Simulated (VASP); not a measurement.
# BN (F-43m) in VASP: notebook

Aim: see how the results for BN move with the level of theory and the settings. Levels: PBE0, PBEsol-based global hybrid with 25 % exact exchange. Tasks: single point.

Program: VASP 6.6.1. These are calculated values, not measurements. Logs are shortened: lines on timing, memory, paths and dates and some standing lists are left out, and cuts for length are marked.

### 1 The cell of the first run

Symmetry: F-43m, No. 216, cubic system. The conventional cell has a = 3.626 Å, b = 3.626 Å, c = 3.626 Å, α = 90.00°, β = 90.00°, γ = 90.00°. Within 2.1 Å of N (site symmetry -43m) lie 4 B at 1.57 Å. B (site symmetry -43m) has 4 N at 1.57 Å within 2.1 Å.

### 2 Single point, PBE0

Contents of POSCAR:

```
BN
1.0
    0.0000000000      1.8130010000      1.8130010000
    1.8130010000      0.0000000000      1.8130010000
    1.8130010000      1.8130010000      0.0000000000
N B
1 1
Direct
    0.2500000000      0.2500000000      0.2500000000
    0.0000000000      0.0000000000      0.0000000000
```

Contents of INCAR.step1:

```
  PREC = Accurate
  ENCUT = 520
  EDIFF = 1E-5
  ISMEAR = -1
  SIGMA = 0.05
  LREAL = False
  LASPH = True
  NELM = 60
  ALGO = Normal
  ISIF = 2
  LWAVE = True
  LCHARG = False
  NBANDS = 11
  GGA = PE
```

Contents of INCAR.step2:

```
  PREC = Accurate
  ENCUT = 520
  EDIFF = 1E-6
  ISMEAR = -1
  SIGMA = 0.05
  LREAL = False
  LASPH = True
  NELM = 60
  ALGO = Normal
  ISIF = 2
  LWAVE = False
  LCHARG = False
  GGA = PE
  LHFCALC = True
  AEXX = 0.25
  PRECFOCK = Normal
  NBANDS = 11
  ISTART = 1
```

Contents of KPOINTS:

```
regular mesh
0
Gamma
  10 10 10
```

Potentials or basis: VASP PAW PBE potentials, release 64 (N, B).

The run is started by

```bash
$ cat potpaw_PBE.64/N/POTCAR potpaw_PBE.64/B/POTCAR > POTCAR
$ cp INCAR.step1 INCAR
$ mpirun -np 1 vasp_std > vasp.out
$ cp INCAR.step2 INCAR
$ mpirun -np 1 vasp_std > vasp.out
```

OUTCAR:

```text
PREC = Accurate
   ENCUT = 520
   EDIFF = 1E-6
   ISMEAR = -1
   LREAL = False
   LASPH = True
   NELM = 60
   ISIF = 2
   GGA = PE
   LHFCALC = True
   AEXX = 0.25
   PRECFOCK = Normal
   ISTART = 1

 ion  position               nearest neighbor table
   1  0.250  0.250  0.250-   2 1.57   2 1.57   2 1.57   2 1.57
   2  0.000  0.000  0.000-   1 1.57   1 1.57   1 1.57   1 1.57

  LATTYP: Found a face centered cubic cell.
 ALAT       =     3.6260020000

  Lattice vectors:

 A1 = (   0.0000000000,   1.8130010000,   1.8130010000)
 A2 = (   1.8130010000,   0.0000000000,   1.8130010000)
 A3 = (   1.8130010000,   1.8130010000,   0.0000000000)

Analysis of symmetry for initial positions (statically):
=====================================================================
 Subroutine PRICEL returns:
 Original cell was already a primitive cell.

 Routine SETGRP: Setting up the symmetry group for a
 face centered cubic supercell.

 Subroutine GETGRP returns: Found 24 space group operations
 (whereof 24 operations were pure point group operations)
 out of a pool of 48 trial point group operations.

The static configuration has the point symmetry T_d .

Analysis of symmetry for dynamics (positions and initial velocities):
=====================================================================
 Subroutine PRICEL returns:
 Original cell was already a primitive cell.

 Routine SETGRP: Setting up the symmetry group for a
 face centered cubic supercell.

 Subroutine GETGRP returns: Found 24 space group operations
 (whereof 24 operations were pure point group operations)
 out of a pool of 48 trial point group operations.

The dynamic configuration has the point symmetry T_d .

 Subroutine INISYM returns: Found 24 space group operations
 (whereof 24 operations are pure point group operations),
 and found     1 'primitive' translations

----------------------------------------------------------------------------------------

                                     Primitive cell

  volume of cell :      11.9186

  direct lattice vectors                    reciprocal lattice vectors
     0.000000000  1.813001000  1.813001000    -0.275785838  0.275785838  0.275785838
     1.813001000  0.000000000  1.813001000     0.275785838 -0.275785838  0.275785838
     1.813001000  1.813001000  0.000000000     0.275785838  0.275785838 -0.275785838

  length of vectors
     2.563970603  2.563970603  2.563970603     0.477675083  0.477675083  0.477675083

  position of ions in fractional coordinates (direct lattice)
     0.250000000  0.250000000  0.250000000
     0.000000000  0.000000000  0.000000000

  ion indices of the primitive-cell ions
   primitive index   ion index
                 1           1
                 2           2

----------------------------------------------------------------------------------------

 KPOINTS: regular mesh

Automatic generation of k-mesh.
 Grid dimensions read from file:
 generate k-points for:   10   10   10

 Generating k-lattice:

  Cartesian coordinates                     Fractional coordinates (reciprocal lattice)
    -0.027578584  0.027578584  0.027578584     0.100000000  0.000000000  0.000000000
     0.027578584 -0.027578584  0.027578584     0.000000000  0.100000000  0.000000000
     0.027578584  0.027578584 -0.027578584     0.000000000  0.000000000  0.100000000

  Length of vectors
     0.047767508  0.047767508  0.047767508

  Shift w.r.t. Gamma in fractional coordinates (k-lattice)
     0.000000000  0.000000000  0.000000000

 Subroutine IBZKPT returns following result:
 ===========================================

 Found     47 irreducible k-points:

 Following reciprocal coordinates:
            Coordinates               Weight
  0.000000  0.000000  0.000000      1.000000
  0.100000  0.000000  0.000000      8.000000
  0.200000  0.000000  0.000000      8.000000
  0.300000  0.000000  0.000000      8.000000
  0.400000  0.000000  0.000000      8.000000
  0.500000  0.000000  0.000000      4.000000
[... 16 lines left out ...]
  0.300000  0.300000  0.000000      6.000000
  0.400000  0.300000  0.000000     24.000000
 [... further k-points ...]
   k-points           NKPTS =     47   k-points in BZ     NKDIM =   1000   number of bands    NBANDS=     11
   number of dos      NEDOS =    301   number of ions     NIONS =      2
   total plane-waves  NPLWV =   8000
   dimension x,y,z NGX =    20 NGY =   20 NGZ =   20
   dimension x,y,z NGXF=    40 NGYF=   40 NGZF=   40
   ions per type =               1   1
   NGX,Y,Z   is equivalent  to a cutoff of  12.97, 12.97, 12.97 a.u.
   NGXF,Y,Z  is equivalent  to a cutoff of  25.94, 25.94, 25.94 a.u.
 SYSTEM =  unknown system
   PREC   = accura    normal or accurate (medium, high low for compatibility)
   ISTART =      1    job   : 0-new  1-cont  2-samecut
   ICHARG =      0    charge: 1-file 2-atom 10-const
   ISPIN  =      1    spin polarized calculation?
   LNONCOLLINEAR =      F non collinear calculations
   LSORBIT =      F    spin-orbit coupling
   LASPH  =      T    aspherical Exc in radial PAW
   ENCUT  =  520.0 eV  38.22 Ry    6.18 a.u.   4.77  4.77  4.77*2*pi/ulx,y,z
   NELM   =     60;   NELMIN=  2; NELMDL=  0     # of ELM steps
   EDIFF  = 0.1E-05   stopping-criterion for ELM
   LREAL  =      F    real-space projection
   EDIFFG = 0.1E-04   stopping-criterion for IOM
   NSW    =      0    number of steps for IOM
   IBRION =     -1    ionic relax: 0-MD 1-quasi-New 2-CG
   NFREE  =      0    steps in history (QN), initial steepest desc. (CG)
   ISIF   =      2    stress and relaxation
   ISYM   =      3    0-nonsym 1-usesym 2-fastsym
   POTIM  = 0.5000    time-step for ionic-motion
   TEBEG  =    0.0;   TEEND  =   0.0 temperature during run
   PSTRESS=    0.0 pullay stress
   NELECT =       8.0000    total number of electrons
   NUPDOWN=      -1.0000    fix difference up-down
   EMIN   =  10.00;   EMAX   =-10.00  energy-range for DOS
   EFERMI =   0.00;   METHOD = LEGACY
   ISMEAR =    -1;   SIGMA  =   0.05  broadening in eV -4-tet -1-fermi 0-gaus
   EFERMI_NEDOS =   21; number of points for ismear=-14 and -15
   IALGO  =     38    algorithm
   IMIX   =      1    mixing-type and parameters
     AMIX     =   0.40;   BMIX     =  1.00
     AMIX_MAG =   1.60;   BMIX_MAG =  1.00
  volume/ion in A,a.u.               =       5.96        40.22
  Fermi-wavevector in a.u.,A,eV,Ry     =   1.433387  2.708709 27.954506  2.054598
  Thomas-Fermi vector in A             =   2.552911
   LORBIT       =      0    0 simple, 1 ext, 2 COOP (PROOUT), +10 PAW based schemes
   GGA     = PE    functional components
   LHFCALC =     T    Hartree Fock is set to
   PRECFOCK=normal    Normal, Fast or Accurate (Low or Medium for compatibility)
   ENCUT4O =  -1.0   cutoff for four orbital integrals eV
   NKREDX  =     1    reduce k-point grid by
   NKREDY  =     1    reduce k-point grid by
   NKREDZ  =     1    reduce k-point grid by
   AEXX    =    0.2500 exact exchange contribution
   HFSCREEN=    0.0000 screening length (either q_TF or 0.3 A-1)
   HFSCREENC=   0.0000 screening length for correlation (either q_TF or 0.3 A-1)
   ENCUTFOCK=  -1.0 apply spherical cutoff to Coloumb kernel
   IVDW    =     0    specifies the selected vdW correction
   LEPSILON=     F    determine dielectric tensor
   LRPA    =     F    only Hartree local field effects (RPA)
 non-spin polarized calculation
  energy-cutoff  :      520.00
  volume of cell :       11.92
 maximum number of plane-waves:       332
  NGX = 16; NGY = 16; NGZ = 16

 number of electron       7.9999999 magnetization

 Free energy of the ion-electron system (eV)
  ---------------------------------------------------
  ext. energy  EPLUGINS =         0.00000000
  ---------------------------------------------------
  free energy    TOTEN  =       -21.27308407 eV

  energy without entropy =      -21.27308407  energy(sigma->0) =      -21.27308407

 E-fermi :   7.0370     XC(G=0): -10.0398

 val. band max:        6.0490540854   @ k =   0.0000   0.0000   0.0000
 cond. band min:      12.5784776289   @ k =   0.5000   0.5000   0.0000
 fundamental gap:      6.5294235435
 Fermi energy:         7.0369804910

 k-point     1 :       0.0000    0.0000    0.0000
  band No.  band energies     occupation
      1     -15.9849      2.00000
      2       6.0491      2.00000
      3       6.0491      2.00000
      4       6.0491      2.00000
      5      17.3214      0.00000
      6      17.3214      0.00000
      7      17.3214      0.00000
      8      18.8019      0.00000
      9      33.3863      0.00000
     10      36.4845      0.00000
     11      36.4845      0.00000

 k-point     2 :       0.1000    0.0000    0.0000
  band No.  band energies     occupation
      1     -15.7247      2.00000
      2       4.6815      2.00000
      3       5.7794      2.00000
      4       5.7794      2.00000
      5      17.5593      0.00000
      6      17.7333      0.00000
      7      17.7333      0.00000
      8      19.6945      0.00000
      9      33.0870      0.00000
     10      33.7911      0.00000
     11      33.7911      0.00000

 k-point     3 :       0.2000    0.0000    0.0000
  band No.  band energies     occupation
      1     -14.9593      2.00000
      2       1.7258      2.00000
      3       5.1663      2.00000
      4       5.1663      2.00000
      5      17.9014      0.00000
      6      18.5848      0.00000
      7      18.5848      0.00000
      8      21.5257      0.00000
      9      32.2891      0.00000
     10      32.2891      0.00000
     11      32.3662      0.00000
[... 267 lines left out ...]
 k-point    23 :       0.3000    0.3000    0.0000
  band No.  band energies     occupation
      1     -13.0226      2.00000
      2       0.3007      2.00000
      3       2.1110      2.00000
      4       2.1110      2.00000
      5      14.3799      0.00000
      6      19.1789      0.00000
      7      23.6759      0.00000
      8      23.6759      0.00000
      9      27.6021      0.00000
     10      36.3758      0.00000
     11      40.6933      0.00000

 k-point    24 :       0.4000    0.3000    0.0000
  band No.  band energies     occupation
      1     -11.9517      2.00000
      2      -1.3748      2.00000
      3       1.1883      2.00000
      4       1.6664      2.00000
      5      14.3262      0.00000
      6      19.0138      0.00000
      7      24.4487      0.00000
      8      24.5827      0.00000
      9      28.7091      0.00000
     10      36.1238      0.00000
     11      40.6728      0.00000

 [... further k-points ...]

------------------------ aborting loop because EDIFF is reached ----------------------------------------

  FORCE on cell =-STRESS in cart. coord.  units (eV):
  Direction    XX          YY          ZZ          XY          YZ          ZX
  --------------------------------------------------------------------------------------
  -------------------------------------------------------------------------------------
  Total       -0.6723341     -0.6723341     -0.6723341      0.0000000      0.0000000     -0.0000000
  in kB      -90.3798441    -90.3798441    -90.3798441      0.0000000      0.0000000     -0.0000000
  external PRESSURE =     -90.3798441 kB  Pullay stress =       0.0000000 kB

 VOLUME and BASIS-vectors are now :
 -----------------------------------------------------------------------------
  energy-cutoff  :      520.00
  volume of cell :       11.92
      direct lattice vectors                 reciprocal lattice vectors
     0.000000000  1.813001000  1.813001000    -0.275785838  0.275785838  0.275785838
     1.813001000  0.000000000  1.813001000     0.275785838 -0.275785838  0.275785838
     1.813001000  1.813001000  0.000000000     0.275785838  0.275785838 -0.275785838

 POSITION                                       TOTAL-FORCE (eV/Angst)
 -----------------------------------------------------------------------------------
      0.90650      0.90650      0.90650         0.000000      0.000000      0.000000
      0.00000      0.00000      0.00000        -0.000000     -0.000000     -0.000000
 -----------------------------------------------------------------------------------
    total drift:                                0.000000      0.000000      0.000000

  FREE ENERGIE OF THE ION-ELECTRON SYSTEM (eV)
  ---------------------------------------------------
  free  energy   TOTEN  =       -21.2730840710 eV

  energy  without entropy=      -21.2730840710  energy(sigma->0) =      -21.27308407
```

Run time: 41 min. Hardware: 1 thread of AMD EPYC 7R13 (Zen 3), shared host; peak memory 0.12 GiB.

Results:

| Quantity | Value |
| --- | --- |
| Free energy | -21.2731 eV |
| Pressure | -9.0 GPa |
| Band gap on the k mesh | 6.53 eV (least direct gap 11.27 eV) |

Caveat: the cell stands under tension; the PAW data sets were made with another functional, which shifts forces and pressure a little.

### 3 Single point, PBEsol-based global hybrid with 25 % exact exchange

Edit POSCAR of step 2 so:

```diff
@@ -8,3 +8,3 @@
 Direct
-    0.2500000000      0.2500000000      0.2500000000
+    0.7500000000      0.7500000000      0.7500000000
     0.0000000000      0.0000000000      0.0000000000
```

Contents of INCAR.step1:

```
PREC = Accurate
ENCUT = 520
EDIFF = 1E-5
ISMEAR = 0
SIGMA = 0.01
LREAL = F
LASPH = T
NELM = 120
ALGO = Normal
ISIF = 2
LWAVE = T
LCHARG = F
NBANDS = 11
GGA = PE
GGA_COMPAT = F
```

Contents of INCAR.step2:

```
PREC = Accurate
ENCUT = 520
EDIFF = 1E-6
ISMEAR = 0
SIGMA = 0.01
LREAL = F
LASPH = T
NELM = 120
ALGO = Normal
ISIF = 2
LWAVE = F
LCHARG = F
GGA = PS
LHFCALC = T
AEXX = 0.25
PRECFOCK = Normal
NBANDS = 11
ISTART = 1
GGA_COMPAT = F
```

Contents of KPOINTS:

```
Automatic mesh
0
Gamma
  7 7 7
```

Potentials or basis: VASP PAW PBE potentials, release 64 (N, B).

The run is started by

```bash
$ cat potpaw_PBE.64/N/POTCAR potpaw_PBE.64/B/POTCAR > POTCAR
$ cp INCAR.step1 INCAR
$ mpirun -np 1 vasp_std > vasp.out
$ cp INCAR.step2 INCAR
$ mpirun -np 1 vasp_std > vasp.out
```

OUTCAR:

```text
PREC = Accurate
   ENCUT = 520
   EDIFF = 1E-6
   ISMEAR = 0
   LREAL = F
   LASPH = T
   NELM = 120
   ISIF = 2
   GGA = PS
   LHFCALC = T
   AEXX = 0.25
   PRECFOCK = Normal
   ISTART = 1

 ion  position               nearest neighbor table
   1  0.750  0.750  0.750-   2 1.57   2 1.57   2 1.57   2 1.57
   2  0.000  0.000  0.000-   1 1.57   1 1.57   1 1.57   1 1.57

  LATTYP: Found a face centered cubic cell.
 ALAT       =     3.6260020000

[... 468 lines left out ...]
     11      37.1706      0.00000

------------------------ aborting loop because EDIFF is reached ----------------------------------------

  FORCE on cell =-STRESS in cart. coord.  units (eV):
  Direction    XX          YY          ZZ          XY          YZ          ZX
  --------------------------------------------------------------------------------------
  -------------------------------------------------------------------------------------
  Total       -0.9615110     -0.9615110     -0.9615110      0.0000000      0.0000000      0.0000000
  in kB     -129.2530275   -129.2530275   -129.2530275      0.0000000      0.0000000      0.0000000
  external PRESSURE =    -129.2530275 kB  Pullay stress =       0.0000000 kB

 VOLUME and BASIS-vectors are now :
 -----------------------------------------------------------------------------
  energy-cutoff  :      520.00
  volume of cell :       11.92
      direct lattice vectors                 reciprocal lattice vectors
     0.000000000  1.813001000  1.813001000    -0.275785838  0.275785838  0.275785838
     1.813001000  0.000000000  1.813001000     0.275785838 -0.275785838  0.275785838
     1.813001000  1.813001000  0.000000000     0.275785838  0.275785838 -0.275785838

 POSITION                                       TOTAL-FORCE (eV/Angst)
 -----------------------------------------------------------------------------------
      2.71950      2.71950      2.71950         0.000000      0.000000      0.000000
      0.00000      0.00000      0.00000        -0.000000     -0.000000     -0.000000
 -----------------------------------------------------------------------------------
    total drift:                               -0.000000     -0.000000     -0.000000

  FREE ENERGIE OF THE ION-ELECTRON SYSTEM (eV)
  ---------------------------------------------------
  free  energy   TOTEN  =       -21.9294397923 eV

  energy  without entropy=      -21.9294397923  energy(sigma->0) =      -21.92943979
```

Wall time 5 min (1 thread of AMD EPYC 9R45 (Zen 5), shared host); peak memory 0.09 GiB.

What came out:

```
Free energy            : -21.9294 eV
Pressure               : -12.9 GPa
Band gap on the k mesh : 6.69 eV (least direct gap 11.24 eV)
```

Levels at points of the mesh, in eV from the valence-band top:
```tsv
k point	band 1	band 2	band 3	band 4	band 5	band 6	band 7	band 8	band 9
(0.00, 0.00, 0.00)	-22.03	0.00	0.00	0.00	11.24	11.24	11.24	12.71	27.18
```

Caveat: the k points lie up to 0.43 Å⁻¹ apart; the PAW data sets were made with another functional, which shifts forces and pressure a little; an odd mesh through Γ misses points on the zone boundary, where band edges can lie.
